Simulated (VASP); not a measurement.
# Zn (I4/mmm) in VASP: a series of runs

Zn is run at these levels: LDA; tasks: single point.

Program: VASP 6.6.1. These are calculated values, not measurements. Logs are shortened: lines on timing, memory, paths and dates and some standing lists are left out, and cuts for length are marked.

## 1. The cell of the first run

It takes space group I4/mmm (No. 139, tetragonal). The conventional cell has a = 3.091 Å, b = 3.091 Å, c = 3.044 Å, α = 90.00°, β = 90.00°, γ = 90.00°. Zn (site symmetry 4/mmm) has 14 Zn at 2.66 to 3.09 Å within 3.5 Å.

## 2. Single point, LDA (strain -0.015 along x and y, -0.030 along z)

INCAR reads:

```
SYSTEM = Zn
PREC = Accurate ; ENCUT = 520
EDIFF = 1E-6 ; ISMEAR = 0
SIGMA = 0.15 ; LREAL = .FALSE.
LASPH = .TRUE. ; NELM = 80
ALGO = Fast ; ISIF = 2
LWAVE = .FALSE. ; LCHARG = .TRUE.
LELF = .TRUE. ; LVHAR = .TRUE.
NBANDS = 12
```

KPOINTS reads:

```
Automatic mesh
0
G
  22 22 22
  0 0 0
```

POSCAR reads:

```
Zn
1.0
   -1.5455014450      1.5455014450      1.5219658900
    1.5455014450     -1.5455014450      1.5219658900
    1.5455014450      1.5455014450     -1.5219658900
Zn
1
Direct
    0.0000000000      0.0000000000      0.0000000000
```

Potentials or basis: VASP PAW LDA potentials, release 64 (Zn).

Run with:

```bash
> cat potpaw_LDA.64/Zn/POTCAR > POTCAR
> mpirun -np 1 vasp_std > vasp.out
```

OUTCAR:

```text
SYSTEM = Zn
   PREC = Accurate
   ENCUT = 520
   EDIFF = 1E-6
   ISMEAR = 0
   LREAL = .FALSE.
   LASPH = .TRUE.
   NELM = 80
   ISIF = 2

 ion  position               nearest neighbor table
   1  0.000  0.000  0.000-

  LATTYP: Found a body centered tetragonal cell.
 ALAT       =     3.0910028900
 C/A-ratio  =     0.9847715736

  Lattice vectors:

 A1 = (  -1.5455014450,   1.5455014450,   1.5219658900)
 A2 = (   1.5455014450,  -1.5455014450,   1.5219658900)
 A3 = (   1.5455014450,   1.5455014450,  -1.5219658900)

Analysis of symmetry for initial positions (statically):
=====================================================================
 Subroutine PRICEL returns:
 Original cell was already a primitive cell.

 Routine SETGRP: Setting up the symmetry group for a
 body centered tetragonal supercell.

 Subroutine GETGRP returns: Found 16 space group operations
 (whereof 16 operations were pure point group operations)
 out of a pool of 16 trial point group operations.

The static configuration has the point symmetry D_4h.

Analysis of symmetry for dynamics (positions and initial velocities):
=====================================================================
 Subroutine PRICEL returns:
 Original cell was already a primitive cell.

 Routine SETGRP: Setting up the symmetry group for a
 body centered tetragonal supercell.

 Subroutine GETGRP returns: Found 16 space group operations
 (whereof 16 operations were pure point group operations)
 out of a pool of 16 trial point group operations.

The dynamic configuration has the point symmetry D_4h.

 Subroutine INISYM returns: Found 16 space group operations
 (whereof 16 operations are pure point group operations),
 and found     1 'primitive' translations

----------------------------------------------------------------------------------------

                                     Primitive cell

  volume of cell :      14.5413

  direct lattice vectors                    reciprocal lattice vectors
    -1.545501445  1.545501445  1.521965890     0.000000000  0.323519594  0.328522474
     1.545501445 -1.545501445  1.521965890     0.323519594  0.000000000  0.328522474
     1.545501445  1.545501445 -1.521965890     0.323519594  0.323519594  0.000000000

  length of vectors
     2.663368094  2.663368094  2.663368094     0.461076939  0.461076939  0.457525798

  position of ions in fractional coordinates (direct lattice)
     0.000000000  0.000000000  0.000000000

  ion indices of the primitive-cell ions
   primitive index   ion index
                 1           1

----------------------------------------------------------------------------------------

 KPOINTS: Automatic mesh

Automatic generation of k-mesh.
 Grid dimensions read from file:
 generate k-points for:   22   22   22

 Generating k-lattice:

  Cartesian coordinates                     Fractional coordinates (reciprocal lattice)
     0.000000000  0.014705436  0.014932840     0.045454545  0.000000000  0.000000000
     0.014705436  0.000000000  0.014932840     0.000000000  0.045454545  0.000000000
     0.014705436  0.014705436  0.000000000     0.000000000  0.000000000  0.045454545

  Length of vectors
     0.020958043  0.020958043  0.020796627

  Shift w.r.t. Gamma in fractional coordinates (k-lattice)
     0.000000000  0.000000000  0.000000000

 Subroutine IBZKPT returns following result:
 ===========================================

 Found    834 irreducible k-points:

 Following reciprocal coordinates:
            Coordinates               Weight
  0.000000  0.000000  0.000000      1.000000
  0.045455  0.000000  0.000000      8.000000
  0.090909  0.000000  0.000000      8.000000
  0.136364  0.000000  0.000000      8.000000
  0.181818  0.000000  0.000000      8.000000
  0.227273  0.000000  0.000000      8.000000
[... 16 lines left out ...]
  0.500000  0.045455  0.000000     16.000000
 -0.454545  0.045455  0.000000     16.000000
 [... further k-points ...]
   k-points           NKPTS =    834   k-points in BZ     NKDIM =    834   number of bands    NBANDS=     12
   number of dos      NEDOS =    301   number of ions     NIONS =      1
   total plane-waves  NPLWV =   8000
   dimension x,y,z NGX =    20 NGY =   20 NGZ =   20
   dimension x,y,z NGXF=    40 NGYF=   40 NGZF=   40
   ions per type =               1
   NGX,Y,Z   is equivalent  to a cutoff of  12.48, 12.48, 12.48 a.u.
   NGXF,Y,Z  is equivalent  to a cutoff of  24.97, 24.97, 24.97 a.u.
 SYSTEM =  Zn
   PREC   = accura    normal or accurate (medium, high low for compatibility)
   ISTART =      0    job   : 0-new  1-cont  2-samecut
   ICHARG =      2    charge: 1-file 2-atom 10-const
   ISPIN  =      1    spin polarized calculation?
   LNONCOLLINEAR =      F non collinear calculations
   LSORBIT =      F    spin-orbit coupling
   LASPH  =      T    aspherical Exc in radial PAW
   ENCUT  =  520.0 eV  38.22 Ry    6.18 a.u.   4.95  4.95  4.95*2*pi/ulx,y,z
[... 19 lines left out ...]
   IMIX   =      4    mixing-type and parameters
     AMIX     =   0.40;   BMIX     =  1.00
     AMIX_MAG =   1.60;   BMIX_MAG =  1.00
  volume/ion in A,a.u.               =      14.54        98.13
  Fermi-wavevector in a.u.,A,eV,Ry     =   1.535562  2.901791 32.081863  2.357950
  Thomas-Fermi vector in A             =   2.642333
   LORBIT       =      0    0 simple, 1 ext, 2 COOP (PROOUT), +10 PAW based schemes
   GGA     = CA    functional components
   LHFCALC =     F    Hartree Fock is set to
   AEXX    =    0.0000 exact exchange contribution
   IVDW    =     0    specifies the selected vdW correction
   LEPSILON=     F    determine dielectric tensor
   LRPA    =     F    only Hartree local field effects (RPA)
 non-spin polarized calculation
 RMM-DIIS sequential band-by-band and
 Gauss-broadening in eV      SIGMA  =   0.15
  energy-cutoff  :      520.00
  volume of cell :       14.54
 maximum number of plane-waves:       410
   NGX =  9   NGY =  9   NGZ =  9

 number of electron      12.0000000 magnetization

 Free energy of the ion-electron system (eV)
  ---------------------------------------------------
  ext. energy  EPLUGINS =         0.00000000
  ---------------------------------------------------
  free energy    TOTEN  =        -1.76636760 eV

  energy without entropy =       -1.76253001  energy(sigma->0) =       -1.76444881

 E-fermi :   3.3681     XC(G=0): -12.1404

 val. band max:        3.3680641509   @ k =  -0.4545   0.4545   0.0909
 cond. band min:       3.3881992903   @ k =  -0.3182  -0.4091   0.1364
 fundamental gap:      0.0201351394
 Fermi energy:         3.3680750686

 k-point     1 :       0.0000    0.0000    0.0000
  band No.  band energies     occupation
      1      -7.5322      2.00000
      2      -4.7234      2.00000
      3      -4.6923      2.00000
      4      -4.6923      2.00000
      5      -4.1569      2.00000
      6      -4.1283      2.00000
      7      22.9394      0.00000
      8      22.9394      0.00000
      9      23.2074      0.00000
     10      24.6208      0.00000
     11      24.6208      0.00000
     12      24.8813      0.00000

 k-point     2 :       0.0455    0.0000    0.0000
  band No.  band energies     occupation
      1      -7.4637      2.00000
      2      -4.7222      2.00000
      3      -4.6910      2.00000
      4      -4.6833      2.00000
      5      -4.1581      2.00000
      6      -4.1331      2.00000
      7      22.1049      0.00000
      8      22.3670      0.00000
      9      22.6939      0.00000
     10      23.8549      0.00000
     11      24.0372      0.00000
     12      24.6067      0.00000

 k-point     3 :       0.0909    0.0000    0.0000
  band No.  band energies     occupation
      1      -7.2602      2.00000
      2      -4.7375      2.00000
      3      -4.6868      2.00000
      4      -4.6379      2.00000
      5      -4.1661      2.00000
      6      -4.1409      2.00000
      7      19.8778      0.00000
      8      21.2580      0.00000
      9      21.7891      0.00000
     10      23.1143      0.00000
     11      23.2564      0.00000
     12      24.6454      0.00000
[... 286 lines left out ...]
 k-point    23 :       0.5000    0.0455    0.0000
  band No.  band energies     occupation
      1      -5.4070      2.00000
      2      -5.0440      2.00000
      3      -4.1673      2.00000
      4      -4.1096      2.00000
      5      -3.7997      2.00000
      6       0.2891      2.00000
      7       2.7421      2.00000
      8      14.3371      0.00000
      9      15.8229      0.00000
     10      19.6285      0.00000
     11      21.2260      0.00000
     12      31.4850      0.00000

 k-point    24 :      -0.4545    0.0455    0.0000
  band No.  band energies     occupation
      1      -5.3947      2.00000
      2      -5.0305      2.00000
      3      -4.1716      2.00000
      4      -4.1153      2.00000
      5      -3.8429      2.00000
      6      -0.8307      2.00000
      7       4.1319      0.00000
      8      14.4987      0.00000
      9      15.9768      0.00000
     10      19.7260      0.00000
     11      21.3043      0.00000
     12      30.4592      0.00000

 [... further k-points ...]

------------------------ aborting loop because EDIFF is reached ----------------------------------------

  FORCE on cell =-STRESS in cart. coord.  units (eV):
  Direction    XX          YY          ZZ          XY          YZ          ZX
  --------------------------------------------------------------------------------------
  -------------------------------------------------------------------------------------
  Total       -0.3582044     -0.3582044     -0.4492644      0.0000000     -0.0000000      0.0000000
  in kB      -39.4673306    -39.4673306    -49.5004110      0.0000000     -0.0000000      0.0000000
  external PRESSURE =     -42.8116907 kB  Pullay stress =       0.0000000 kB

 VOLUME and BASIS-vectors are now :
 -----------------------------------------------------------------------------
  energy-cutoff  :      520.00
  volume of cell :       14.54
      direct lattice vectors                 reciprocal lattice vectors
    -1.545501445  1.545501445  1.521965890     0.000000000  0.323519594  0.328522474
     1.545501445 -1.545501445  1.521965890     0.323519594  0.000000000  0.328522474
     1.545501445  1.545501445 -1.521965890     0.323519594  0.323519594  0.000000000

 POSITION                                       TOTAL-FORCE (eV/Angst)
 -----------------------------------------------------------------------------------
      0.00000      0.00000      0.00000        -0.000000     -0.000000      0.000000
 -----------------------------------------------------------------------------------
    total drift:                               -0.000000     -0.000000      0.000000

  FREE ENERGIE OF THE ION-ELECTRON SYSTEM (eV)
  ---------------------------------------------------
  free  energy   TOTEN  =        -1.7663676001 eV

  energy  without entropy=       -1.7625300128  energy(sigma->0) =       -1.76444881
```

It took 65 s on 1 thread of AMD EPYC 9R14 (Zen 4), shared host; peak memory 0.2 GiB.

Results:

```
Free energy            : -1.7664 eV
Pressure               : -4.3 GPa
Band gap on the k mesh : zero (band 6 reaches 7.38 eV, above the bottom of band 7 at 2.26 eV)
```

Levels at points of the mesh, in eV from the Fermi level:
```
           k point  band 2  band 3  band 4  band 5  band 6  band 7  band 8  band 9  band 10  band 11
(0.00, 0.00, 0.00)   -8.09   -8.06   -8.06   -7.52   -7.50   19.57   19.57   19.84    21.25    21.25
(0.50, 0.00, 0.00)   -8.42   -7.53   -7.46   -7.14   -2.91   -0.95   11.46   12.87    15.67    17.30
(0.50, 0.50, 0.00)   -8.38   -7.56   -7.48   -7.14   -3.00   -1.11   11.81   13.28    16.02    17.65
(0.50, 0.50, 0.50)   -8.68   -7.23   -7.23   -7.22    4.01    4.01    4.50    7.86     8.71     9.05
```

Caveat: the cell differs from its parent crystal (strain -0.015 along x and y, -0.030 along z).

## 3. Single point, LDA (strain -0.030 along x and y, +0.030 along z)

INCAR reads:

```
SYSTEM = Zn
PREC = Accurate
ENCUT = 520
EDIFF = 1E-7
ISMEAR = 0
SIGMA = 0.15
LREAL = .FALSE.
LASPH = .TRUE.
NELM = 80
ALGO = Fast
ISIF = 2
LWAVE = .FALSE.
LCHARG = .FALSE.
NBANDS = 12
```

KPOINTS reads:

```
regular mesh
0
G
  22 22 22
  0 0 0
```

POSCAR reads:

```
Zn
1.0
   -1.5219658900      1.5219658900      1.6161081100
    1.5219658900     -1.5219658900      1.6161081100
    1.5219658900      1.5219658900     -1.6161081100
Zn
1
Direct
    0.0000000000      0.0000000000      0.0000000000
```

Potentials or basis: VASP PAW LDA potentials, release 64 (Zn).

Run with:

```bash
> cat potpaw_LDA.64/Zn/POTCAR > POTCAR
> mpirun -np 1 vasp_std > vasp.out
```

It took 70 s on 1 thread of AMD EPYC 9R14 (Zen 4), shared host; peak memory 0.2 GiB.

Results (log left out):

- Free energy: -1.7572 eV
- Pressure: -6.3 GPa
- Band gap on the k mesh: zero (band 6 reaches 6.47 eV, above the bottom of band 7 at 1.90 eV)

Stress tensor (GPa, compression positive):
```
-7.29  0.00  0.00
 0.00 -7.29  0.00
 0.00  0.00 -4.37
```

Levels at points of the mesh, in eV from the Fermi level:
```csv
k point,band 3,band 4,band 5,band 6,band 7,band 8,band 9,band 10
"(0.00, 0.00, 0.00)",-7.97,-7.87,-7.47,-7.37,18.72,19.18,19.18,20.41
"(0.50, 0.00, 0.00)",-7.51,-7.36,-7.07,-2.87,-1.20,11.84,13.38,16.05
"(0.50, 0.50, 0.00)",-7.37,-7.34,-7.05,-2.54,-0.60,10.55,11.85,14.74
"(0.50, 0.50, 0.50)",-7.16,-7.14,-7.14,2.99,4.79,4.79,6.85,9.09
```

Caveat: the cell differs from its parent crystal (strain -0.030 along x and y, +0.030 along z).

## 4. Single point, LDA (strain +0.000 along x and y, -0.030 along z)

INCAR reads:

```
ALGO     = Fast           # electronic algorithm
EDIFF    = 1E-6           # SCF threshold, eV
ENCUT    = 520            # plane-wave cutoff, eV
ISIF     = 2              # what is computed and relaxed
ISMEAR   = 0              # smearing method
LASPH    = T              # aspherical terms in the spheres
LCHARG   = F              # write CHGCAR
LREAL    = F              # projectors in reciprocal space
LWAVE    = F              # write WAVECAR
NBANDS   = 12             # bands
NELM     = 80             # most SCF steps
PREC     = Accurate       # precision mode
SIGMA    = 0.15           # smearing width, eV
```

KPOINTS reads:

```
k-points
0
Gamma
  22 22 22
```

POSCAR reads:

```
Zn
1.0
   -1.5690370000      1.5690370000      1.5219658900
    1.5690370000     -1.5690370000      1.5219658900
    1.5690370000      1.5690370000     -1.5219658900
Zn
1
Direct
    0.0000000000      0.0000000000      0.0000000000
```

Run with:

```bash
> cat potpaw_LDA.64/Zn/POTCAR > POTCAR
> mpirun -np 1 vasp_std > vasp.out
```

Run time: 63 s. Hardware: 1 thread of AMD EPYC 9R14 (Zen 4), shared host; peak memory 0.2 GiB.

The run converged. Its results:

```yaml
Free_energy: -1.7529 eV
Pressure: -6.3 GPa
Band_gap_on_the_k_mesh: zero (band 6 reaches 6.95 eV, above the bottom of band 7 at 1.87 eV)
```

Stress tensor (GPa, compression positive):
```
-5.67  0.00  0.00
 0.00 -5.67  0.00
 0.00  0.00 -7.42
```

Levels at points of the mesh, in eV from the Fermi level:
| k point | band 3 | band 4 | band 5 | band 6 | band 7 | band 8 | band 9 | band 10 |
| --- | --- | --- | --- | --- | --- | --- | --- | --- |
| (0.00, 0.00, 0.00) | -7.94 | -7.94 | -7.45 | -7.40 | 18.94 | 18.94 | 19.50 | 21.01 |
| (0.50, 0.00, 0.00) | -7.45 | -7.37 | -7.07 | -2.72 | -0.93 | 11.13 | 12.56 | 15.33 |
| (0.50, 0.50, 0.00) | -7.50 | -7.41 | -7.08 | -2.90 | -1.24 | 11.81 | 13.36 | 16.02 |
| (0.50, 0.50, 0.50) | -7.16 | -7.16 | -7.15 | 3.83 | 3.83 | 4.78 | 7.40 | 8.50 |

Caveat: the cell differs from its parent crystal (strain +0.000 along x and y, -0.030 along z).

## 5. Single point, LDA (strain -0.015 along x and y, +0.000 along z)

INCAR reads:

```
ALGO = Fast ; EDIFF = 1E-7
ENCUT = 520 ; ISIF = 2
ISMEAR = 0 ; LASPH = T
LCHARG = F ; LREAL = F
LWAVE = F ; NBANDS = 12
NELM = 80 ; PREC = Accurate
SIGMA = 0.15
```

KPOINTS is that of step 4.

POSCAR reads:

```
Zn
1.0
   -1.5455014450      1.5455014450      1.5690370000
    1.5455014450     -1.5455014450      1.5690370000
    1.5455014450      1.5455014450     -1.5690370000
Zn
1
Direct
    0.0000000000      0.0000000000      0.0000000000
```

Run with:

```bash
> cat potpaw_LDA.64/Zn/POTCAR > POTCAR
> mpirun -np 1 vasp_std > vasp.out
```

Run time: 79 s. Hardware: 1 thread of AMD EPYC 9R14 (Zen 4), shared host; peak memory 0.2 GiB.

The run converged. Its results:

| Property | Result |
| --- | --- |
| Free energy | -1.7515 eV |
| Pressure | -6.2 GPa |
| Band gap on the k mesh | zero (band 6 reaches 7.00 eV, above the bottom of band 7 at 2.03 eV) |

Stress tensor (GPa, compression positive):
```
-6.46  0.00  0.00
 0.00 -6.46  0.00
 0.00  0.00 -5.71
```

Levels at points of the mesh, in eV from the Fermi level:
```csv
k point,band 3,band 4,band 5,band 6,band 7,band 8,band 9,band 10
"(0.00, 0.00, 0.00)",-7.96,-7.93,-7.43,-7.41,19.05,19.24,19.24,20.89
"(0.50, 0.00, 0.00)",-7.46,-7.39,-7.07,-2.81,-1.08,11.46,12.95,15.67
"(0.50, 0.50, 0.00)",-7.43,-7.38,-7.07,-2.72,-0.93,11.13,12.56,15.33
"(0.50, 0.50, 0.50)",-7.16,-7.15,-7.15,3.84,4.30,4.30,7.52,8.69
```

Caveat: the cell differs from its parent crystal (strain -0.015 along x and y, +0.000 along z).

## 6. Single point, LDA (strain +0.030 along x and y, -0.030 along z)

INCAR reads:

```
SYSTEM = Zn
ALGO     = Fast           ! electronic algorithm
EDIFF    = 1E-6           ! SCF threshold, eV
ENCUT    = 520            ! plane-wave cutoff, eV
ISIF     = 2              ! what is computed and relaxed
ISMEAR   = 0              ! smearing method
LASPH    = .TRUE.         ! aspherical terms in the spheres
LCHARG   = .FALSE.        ! write CHGCAR
LREAL    = .FALSE.        ! projectors in reciprocal space
LWAVE    = .FALSE.        ! write WAVECAR
NBANDS   = 12             ! bands
NELM     = 80             ! most SCF steps
PREC     = Accurate       ! precision mode
SIGMA    = 0.15           ! smearing width, eV
```

KPOINTS reads:

```
k-points
0
G
  22 22 22
  0 0 0
```

POSCAR reads:

```
Zn
1.0
   -1.6161081100      1.6161081100      1.5219658900
    1.6161081100     -1.6161081100      1.5219658900
    1.6161081100      1.6161081100     -1.5219658900
Zn
1
Direct
    0.0000000000      0.0000000000      0.0000000000
```

Potentials or basis: VASP PAW LDA potentials, release 64 (Zn).

Run with:

```bash
> cat potpaw_LDA.64/Zn/POTCAR > POTCAR
> mpirun -np 1 vasp_std > vasp.out
```

It took 75 s on 1 thread of AMD EPYC 9R14 (Zen 4), shared host; peak memory 0.21 GiB.

It converged, with:

| Property | Result |
| --- | --- |
| Free energy | -1.7123 eV |
| Pressure | -9.2 GPa |
| Band gap on the k mesh | zero (band 6 reaches 6.34 eV, above the bottom of band 7 at 1.15 eV) |

Stress tensor (GPa, compression positive):
```
 -8.48   0.00   0.00
  0.00  -8.48   0.00
  0.00   0.00 -10.74
```

Levels at points of the mesh, in eV from the Fermi level:
```tsv
k point	band 3	band 4	band 5	band 6	band 7	band 8	band 9	band 10
(0.00, 0.00, 0.00)	-7.71	-7.71	-7.33	-7.24	17.71	17.71	18.85	20.60
(0.50, 0.00, 0.00)	-7.31	-7.20	-6.96	-2.39	-0.89	10.51	11.96	14.69
(0.50, 0.50, 0.00)	-7.38	-7.28	-6.98	-2.71	-1.49	11.80	13.49	16.01
(0.50, 0.50, 0.50)	-7.05	-7.05	-7.02	3.51	3.51	5.31	6.50	8.10
```

Caveat: the cell differs from its parent crystal (strain +0.030 along x and y, -0.030 along z).

## 7. Summary

```tsv
cell	further INCAR settings	gap on the mesh (eV)	pressure (GPa)
a = 2.663 Å, angles 109.1, 109.1, 110.3°, 1 atom	ALGO = Fast; EDIFF = 1e-06; NBANDS = 12	none	-4.3
a = 2.692 Å, angles 111.1, 111.1, 106.2°, 1 atom	ALGO = Fast; EDIFF = 1e-07; NBANDS = 12	none	-6.3
a = 2.691 Å, angles 108.7, 108.7, 111.1°, 1 atom	ALGO = Fast; EDIFF = 1e-06; NBANDS = 12	none	-6.3
a = 2.691 Å, angles 109.9, 109.9, 108.7°, 1 atom	ALGO = Fast; EDIFF = 1e-07; NBANDS = 12	none	-6.2
a = 2.746 Å, angles 107.9, 107.9, 112.7°, 1 atom	ALGO = Fast; EDIFF = 1e-06; NBANDS = 12	none	-9.2
```

Alike in all rows: task single point; level LDA; potentials or basis VASP PAW LDA potentials, release 64 (Zn); no spin polarisation; k mesh 22 × 22 × 22; cutoff (eV) 520; smearing gaussian 0.15 eV.

Absolute energies hang on the potentials; compare differences alone.
